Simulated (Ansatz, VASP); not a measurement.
Os in VASP and in Ansatz

INCAR

```
  PREC = Accurate
  ENCUT = 600
  EDIFF = 1E-6
  ISMEAR = 0
  SIGMA = 0.1
  LREAL = F
  LASPH = T
  NELM = 80
  ALGO = Normal
  ISIF = 3
  LWAVE = F
  LCHARG = F
  GGA = PS
  IBRION = 2
  NSW = 90
  EDIFFG = -0.04
```

KPOINTS

```
Automatic mesh
0
Gamma
  8 8 8
```

The input POSCAR:

```
Os
1.0
   -1.5720969616      1.5720969616      1.5720969616
    1.5720969616     -1.5720969616      1.5720969616
    1.5720969616      1.5720969616     -1.5720969616
Os
1
Direct
    0.0000000000      0.0000000000      0.0000000000
```

Input for Ansatz:

```yaml
crystal:
  lattice:
    - [-1.5720969616, 1.5720969616, 1.5720969616]
    - [1.5720969616, -1.5720969616, 1.5720969616]
    - [1.5720969616, 1.5720969616, -1.5720969616]
  atoms:
    - { symbol: Os, position: [0.0, 0.0, 0.0] }
basis:
  ecutwfc: 420
kpoints:
  mp_grid: { grid: [8, 8, 8] }
hamiltonian:
  xc: pbesol
scf:
  occupations: { method: gaussian, width: 0.1 }
  lower_state_search: "off"
output:
  forces: true
  stress: true
  eigenvalues: true
relax:
  adjacent_minimum: "off"
  f_tol: 0.04
  max_steps: 70
  cell: { stress_tol: 0.4 }
```

Alike in both runs: task relaxation of cell and atoms; functional PBEsol; k mesh 8 × 8 × 8; occupations gaussian, width 0.1 eV; no spin polarisation.

```csv
,VASP,Ansatz
version,VASP 6.6.1,Ansatz 0.2.0
potentials or method,"VASP PAW PBE potentials, release 64 (Os), cutoff 600 eV","scalar-relativistic, plane waves, PAW"
valence electrons in the cell,8,16
```

|  | VASP | Ansatz | Ansatz less VASP |
| --- | --- | --- | --- |
| gap on the k mesh at the Fermi level, each at its own relaxed structure (eV) | none | none | - |
| relaxed volume (Å³/atom) | 14.37 | 14.34 | -0.028 |
| relaxed cell length with the largest relative difference (Å) | 2.653 | 2.651 | -0.0017 |

VASP's potentials were made for PBE, not for PBEsol. A gap of «none» marks a metal or a gap that the smearing closes. VASP's potentials hold 8 valence electrons a cell and Ansatz's 16, so a difference there can come from the potentials and not from the codes.

Neither program's run includes spin-orbit coupling.
